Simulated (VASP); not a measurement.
# Rh (Fm-3m) in VASP: further runs

Rh is run at these levels: LDA; tasks: single point.

Program: VASP 6.6.1. These are calculated values, not measurements. Logs are shortened: lines on timing, memory, paths and dates and some standing lists are left out, and cuts for length are marked.

### 1 The cell of the first run

Symmetry: Fm-3m, No. 225, cubic system. The conventional cell has a = 3.597 Å, b = 3.597 Å, c = 3.597 Å, α = 90.00°, β = 90.00°, γ = 90.00°. Rh (site symmetry m-3m) has 12 Rh at 2.54 Å within 3.4 Å.

### 2 Single point, LDA, collinear spin, ferromagnetic start (11.64 Å³/atom)

INCAR reads:

```
SYSTEM = Rh
PREC     = Accurate       ! precision mode
ENCUT    = 520            ! plane-wave cutoff, eV
EDIFF    = 1E-6           ! SCF threshold, eV
ISMEAR   = 0              ! smearing method
SIGMA    = 0.15           ! smearing width, eV
LREAL    = .False.        ! projectors in reciprocal space
LASPH    = .True.         ! aspherical terms in the spheres
NELM     = 150            ! most SCF steps
ALGO     = Fast           ! electronic algorithm
ISIF     = 2              ! what is computed and relaxed
LWAVE    = .False.        ! write WAVECAR
LCHARG   = .True.         ! write CHGCAR
ISPIN    = 2              ! spin polarisation
MAGMOM   = 0.875          ! initial moments
LORBIT   = 11             ! projections on sites
NUPDOWN  = 0.875          ! fixed moment
LMAXMIX  = 4              ! l up to which the mixer works
GGA      = CA             ! functional
LELF     = .True.         ! ELF
LVHAR    = .True.       
NBANDS   = 18             ! bands
```

KPOINTS reads:

```
Automatic mesh
0
Gamma
  22 22 22
  0 0 0
```

POSCAR reads:

```
Rh
1.0
    0.0000000000      1.7987130719      1.7987130719
    1.7987130719      0.0000000000      1.7987130719
    1.7987130719      1.7987130719      0.0000000000
Rh
1
Direct
    0.0000000000      0.0000000000      0.0000000000
```

Potentials or basis: VASP PAW LDA potentials, release 64 (Rh_pv).

On the command line:

```bash
> cat potpaw_LDA.64/Rh_pv/POTCAR > POTCAR
> mpirun -np 1 vasp_std > vasp.out
```

OUTCAR:

```text
SYSTEM = Rh
   PREC = Accurate
   ENCUT = 520
   EDIFF = 1E-6
   ISMEAR = 0
   LREAL = .False.
   LASPH = .True.
   NELM = 150
   ISIF = 2
   ISPIN = 2
   LORBIT = 11
   NUPDOWN = 0.875
   GGA = CA

 ion  position               nearest neighbor table
   1  0.000  0.000  0.000-

  LATTYP: Found a face centered cubic cell.
 ALAT       =     3.5974261438

  Lattice vectors:

 A1 = (   0.0000000000,   1.7987130719,   1.7987130719)
 A2 = (   1.7987130719,   0.0000000000,   1.7987130719)
 A3 = (   1.7987130719,   1.7987130719,   0.0000000000)

Analysis of symmetry for initial positions (statically):
=====================================================================
 Subroutine PRICEL returns:
 Original cell was already a primitive cell.

 Routine SETGRP: Setting up the symmetry group for a
 face centered cubic supercell.

 Subroutine GETGRP returns: Found 48 space group operations
 (whereof 48 operations were pure point group operations)
 out of a pool of 48 trial point group operations.

The static configuration has the point symmetry O_h .

Analysis of symmetry for dynamics (positions and initial velocities):
=====================================================================
 Subroutine PRICEL returns:
 Original cell was already a primitive cell.

 Routine SETGRP: Setting up the symmetry group for a
 face centered cubic supercell.

 Subroutine GETGRP returns: Found 48 space group operations
 (whereof 48 operations were pure point group operations)
 out of a pool of 48 trial point group operations.

The dynamic configuration has the point symmetry O_h .

Analysis of structural, dynamic, and magnetic symmetry:
=====================================================================
 Subroutine PRICEL returns:
 Original cell was already a primitive cell.

 Routine SETGRP: Setting up the symmetry group for a
 face centered cubic supercell.

 Subroutine GETGRP returns: Found 48 space group operations
 (whereof 48 operations were pure point group operations)
 out of a pool of 48 trial point group operations.

The overall configuration has the point symmetry O_h .

 Subroutine INISYM returns: Found 48 space group operations
 (whereof 48 operations are pure point group operations),
 and found     1 'primitive' translations

----------------------------------------------------------------------------------------

                                     Primitive cell

  volume of cell :      11.6390

  direct lattice vectors                    reciprocal lattice vectors
     0.000000000  1.798713072  1.798713072    -0.277976520  0.277976520  0.277976520
     1.798713072  0.000000000  1.798713072     0.277976520 -0.277976520  0.277976520
     1.798713072  1.798713072  0.000000000     0.277976520  0.277976520 -0.277976520

  length of vectors
     2.543764421  2.543764421  2.543764421     0.481469456  0.481469456  0.481469456

  position of ions in fractional coordinates (direct lattice)
     0.000000000  0.000000000  0.000000000

  ion indices of the primitive-cell ions
   primitive index   ion index
                 1           1

----------------------------------------------------------------------------------------

 KPOINTS: Automatic mesh

Automatic generation of k-mesh.
 Grid dimensions read from file:
 generate k-points for:   22   22   22

 Generating k-lattice:

  Cartesian coordinates                     Fractional coordinates (reciprocal lattice)
    -0.012635296  0.012635296  0.012635296     0.045454545  0.000000000  0.000000000
     0.012635296 -0.012635296  0.012635296     0.000000000  0.045454545  0.000000000
     0.012635296  0.012635296 -0.012635296     0.000000000  0.000000000  0.045454545

  Length of vectors
     0.021884975  0.021884975  0.021884975

  Shift w.r.t. Gamma in fractional coordinates (k-lattice)
     0.000000000  0.000000000  0.000000000

 Subroutine IBZKPT returns following result:
 ===========================================

 Found    328 irreducible k-points:

 Following reciprocal coordinates:
            Coordinates               Weight
  0.000000  0.000000  0.000000      1.000000
  0.045455  0.000000  0.000000      8.000000
  0.090909  0.000000  0.000000      8.000000
  0.136364  0.000000  0.000000      8.000000
  0.181818  0.000000  0.000000      8.000000
  0.227273  0.000000  0.000000      8.000000
[... 16 lines left out ...]
  0.500000  0.045455  0.000000     24.000000
 -0.454545  0.045455  0.000000     24.000000
 [... further k-points ...]
   k-points           NKPTS =    328   k-points in BZ     NKDIM =    328   number of bands    NBANDS=     18
   number of dos      NEDOS =    301   number of ions     NIONS =      1
   total plane-waves  NPLWV =   8000
   dimension x,y,z NGX =    20 NGY =   20 NGZ =   20
   dimension x,y,z NGXF=    40 NGYF=   40 NGZF=   40
   ions per type =               1
   NGX,Y,Z   is equivalent  to a cutoff of  13.07, 13.07, 13.07 a.u.
   NGXF,Y,Z  is equivalent  to a cutoff of  26.14, 26.14, 26.14 a.u.
 SYSTEM =  Rh
   PREC   = accura    normal or accurate (medium, high low for compatibility)
   ISTART =      0    job   : 0-new  1-cont  2-samecut
   ICHARG =      2    charge: 1-file 2-atom 10-const
   ISPIN  =      2    spin polarized calculation?
   LNONCOLLINEAR =      F non collinear calculations
   LSORBIT =      F    spin-orbit coupling
   LASPH  =      T    aspherical Exc in radial PAW
   ENCUT  =  520.0 eV  38.22 Ry    6.18 a.u.   4.73  4.73  4.73*2*pi/ulx,y,z
   NELM   =    150;   NELMIN=  2; NELMDL= -5     # of ELM steps
   EDIFF  = 0.1E-05   stopping-criterion for ELM
   LREAL  =      F    real-space projection
   EDIFFG = 0.1E-04   stopping-criterion for IOM
   NSW    =      0    number of steps for IOM
   IBRION =     -1    ionic relax: 0-MD 1-quasi-New 2-CG
   NFREE  =      0    steps in history (QN), initial steepest desc. (CG)
   ISIF   =      2    stress and relaxation
   ISYM   =      2    0-nonsym 1-usesym 2-fastsym
   POTIM  = 0.5000    time-step for ionic-motion
   TEBEG  =    0.0;   TEEND  =   0.0 temperature during run
   PSTRESS=    0.0 pullay stress
   NELECT =      15.0000    total number of electrons
   NUPDOWN=       0.8750    fix difference up-down
   EMIN   =  10.00;   EMAX   =-10.00  energy-range for DOS
   EFERMI =   0.00;   METHOD = LEGACY
   ISMEAR =     0;   SIGMA  =   0.15  broadening in eV -4-tet -1-fermi 0-gaus
   EFERMI_NEDOS =   21; number of points for ismear=-14 and -15
   IALGO  =     68    algorithm
   IMIX   =      4    mixing-type and parameters
     AMIX     =   0.40;   BMIX     =  1.00
     AMIX_MAG =   1.60;   BMIX_MAG =  1.00
  volume/ion in A,a.u.               =      11.64        78.54
  Fermi-wavevector in a.u.,A,eV,Ry     =   1.781558  3.366657 43.184209  3.173950
  Thomas-Fermi vector in A             =   2.846125
   LORBIT       =     11    0 simple, 1 ext, 2 COOP (PROOUT), +10 PAW based schemes
   GGA     = CA    functional components
   LHFCALC =     F    Hartree Fock is set to
   AEXX    =    0.0000 exact exchange contribution
   IVDW    =     0    specifies the selected vdW correction
   LEPSILON=     F    determine dielectric tensor
   LRPA    =     F    only Hartree local field effects (RPA)
 spin polarized calculation
 RMM-DIIS sequential band-by-band and
 Gauss-broadening in eV      SIGMA  =   0.15
  energy-cutoff  :      520.00
  volume of cell :       11.64
 maximum number of plane-waves:       331
   NGX =  9   NGY =  9   NGZ =  9

 number of electron      15.0000002 magnetization       0.8750000

 Free energy of the ion-electron system (eV)
  ---------------------------------------------------
  ext. energy  EPLUGINS =         0.00000000
  ---------------------------------------------------
  free energy    TOTEN  =        -8.18086876 eV

  energy without entropy =       -8.16579455  energy(sigma->0) =       -8.17333166

 E-fermi :  14.4540     XC(G=0): -15.4297

 val. band max:       15.5251898147   @ k =   0.3636   0.2273   0.0455
 cond. band min:      14.4567273028   @ k =   0.1818   0.1364   0.0455
 fundamental gap:     -1.0684625120
 Fermi energy:        15.5281108524

 spin component 1

 k-point     1 :       0.0000    0.0000    0.0000
  band No.  band energies     occupation
      1     -31.6185      1.00000
      2     -31.6185      1.00000
      3     -31.6185      1.00000
      4       5.6745      1.00000
      5      10.8492      1.00000
      6      10.8492      1.00000
[... 10 lines left out ...]
     17      51.4947      0.00000
     18      51.4947      0.00000

 k-point     2 :       0.0455    0.0000    0.0000
  band No.  band energies     occupation
      1     -31.6464      1.00000
      2     -31.6221      1.00000
      3     -31.6221      1.00000
      4       5.7739      1.00000
      5      10.7994      1.00000
      6      10.8912      1.00000
[... 10 lines left out ...]
     17      51.1546      0.00000
     18      51.1546      0.00000

 k-point     3 :       0.0909    0.0000    0.0000
  band No.  band energies     occupation
      1     -31.7275      1.00000
      2     -31.6326      1.00000
      3     -31.6326      1.00000
      4       6.0611      1.00000
      5      10.6685      1.00000
      6      11.0068      1.00000
[... 10 lines left out ...]
     17      50.1509      0.00000
     18      50.1509      0.00000

 k-point     4 :       0.1364    0.0000    0.0000
  band No.  band energies     occupation
      1     -31.8542      1.00000
      2     -31.6490      1.00000
      3     -31.6490      1.00000
      4       6.4977      1.00000
      5      10.5138      1.00000
      6      11.1610      1.00000
[... 375 lines left out ...]
      4       7.3287      1.00000
      5      10.6873      1.00000
      6      10.8572      1.00000
[... 10 lines left out ...]
     17      49.0071      0.00000
     18      56.8575      0.00000

 k-point    23 :       0.5000    0.0455    0.0000
  band No.  band energies     occupation
      1     -32.9118      1.00000
      2     -31.8099      1.00000
      3     -31.7991      1.00000
      4       7.2790      1.00000
      5      10.6474      1.00000
      6      10.7990      1.00000
[... 10 lines left out ...]
     17      50.4209      0.00000
     18      56.3036      0.00000

 k-point    24 :      -0.4545    0.0455    0.0000
  band No.  band energies     occupation
      1     -32.9034      1.00000
      2     -31.8136      1.00000
      3     -31.7931      1.00000
      4       7.2903      1.00000
      5      10.6685      1.00000
      6      10.7972      1.00000
[... 10 lines left out ...]
     17      50.1190      0.00000
     18      56.7427      0.00000

 [... further k-points ...]

 spin component 2

 k-point     1 :       0.0000    0.0000    0.0000
  band No.  band energies     occupation
      1     -30.9887      1.00000
      2     -30.9887      1.00000
      3     -30.9887      1.00000
      4       5.9030      1.00000
      5      11.3717      1.00000
      6      11.3717      1.00000
[... 10 lines left out ...]
     17      51.8176      0.00000
     18      51.8176      0.00000

 k-point     2 :       0.0455    0.0000    0.0000
  band No.  band energies     occupation
      1     -31.0171      1.00000
      2     -30.9924      1.00000
      3     -30.9924      1.00000
      4       6.0026      1.00000
      5      11.3197      1.00000
      6      11.4142      1.00000
[... 10 lines left out ...]
     17      51.4786      0.00000
     18      51.4786      0.00000

 k-point     3 :       0.0909    0.0000    0.0000
  band No.  band energies     occupation
      1     -31.0993      1.00000
      2     -31.0029      1.00000
      3     -31.0029      1.00000
      4       6.2911      1.00000
      5      11.1819      1.00000
      6      11.5310      1.00000
[... 10 lines left out ...]
     17      50.4772      0.00000
     18      50.4772      0.00000

 k-point     4 :       0.1364    0.0000    0.0000
  band No.  band energies     occupation
      1     -31.2278      1.00000
      2     -31.0195      1.00000
      3     -31.0195      1.00000
      4       6.7321      1.00000
      5      11.0146      1.00000
      6      11.6871      1.00000
[... 375 lines left out ...]
      4       7.7287      1.00000
      5      11.2125      1.00000
      6      11.3866      1.00000
[... 10 lines left out ...]
     17      49.2508      0.00000
     18      57.1030      0.00000

 k-point    23 :       0.5000    0.0455    0.0000
  band No.  band energies     occupation
      1     -32.2996      1.00000
      2     -31.1822      1.00000
      3     -31.1712      1.00000
      4       7.6810      1.00000
      5      11.1718      1.00000
      6      11.3278      1.00000
[... 10 lines left out ...]
     17      50.6599      0.00000
     18      56.6065      0.00000

 k-point    24 :      -0.4545    0.0455    0.0000
  band No.  band energies     occupation
      1     -32.2912      1.00000
      2     -31.1859      1.00000
      3     -31.1651      1.00000
      4       7.6919      1.00000
      5      11.1931      1.00000
      6      11.3261      1.00000
[... 10 lines left out ...]
     17      50.3610      0.00000
     18      57.0603      0.00000

 [... further k-points ...]
[... 5 lines left out ...]
  --------------------------------------------------------------------------------------
  -------------------------------------------------------------------------------------
  Total        4.7974151      4.7974151      4.7974151     -0.0000000     -0.0000000      0.0000000
  in kB      660.3926202    660.3926202    660.3926202     -0.0000000     -0.0000000      0.0000000
  external PRESSURE =     660.3926202 kB  Pullay stress =       0.0000000 kB

 VOLUME and BASIS-vectors are now :
 -----------------------------------------------------------------------------
  energy-cutoff  :      520.00
  volume of cell :       11.64
      direct lattice vectors                 reciprocal lattice vectors
     0.000000000  1.798713072  1.798713072    -0.277976520  0.277976520  0.277976520
     1.798713072  0.000000000  1.798713072     0.277976520 -0.277976520  0.277976520
     1.798713072  1.798713072  0.000000000     0.277976520  0.277976520 -0.277976520

 POSITION                                       TOTAL-FORCE (eV/Angst)
 -----------------------------------------------------------------------------------
      0.00000      0.00000      0.00000        -0.000000     -0.000000      0.000000
 -----------------------------------------------------------------------------------
    total drift:                                0.000000      0.000000      0.000000

  FREE ENERGIE OF THE ION-ELECTRON SYSTEM (eV)
  ---------------------------------------------------
  free  energy   TOTEN  =        -8.1808687612 eV

  energy  without entropy=       -8.1657945545  energy(sigma->0) =       -8.17333166

 total charge

# of ion       s       p       d       tot
------------------------------------------
    1        0.495   6.425   7.249  14.169

 magnetization (x)

# of ion       s       p       d       tot
------------------------------------------
    1        0.005   0.016   0.828   0.849
```

It took 52 s on 1 thread of Intel Xeon 6975P-C (Granite Rapids), shared host; peak memory 0.2 GiB.

What came out:

```yaml
Free_energy: -8.1809 eV
Pressure: 66.0 GPa
Net_moment: 0.88 μB per cell
Site_moments: Rh +0.85 μB
Valence_electrons_inside_the_program's_atomic_spheres: Rh 14.17
```

Caveat: the cell stands under pressure; the total moment is fixed, so each spin has its own Fermi level.

[end of part 1 of 2]
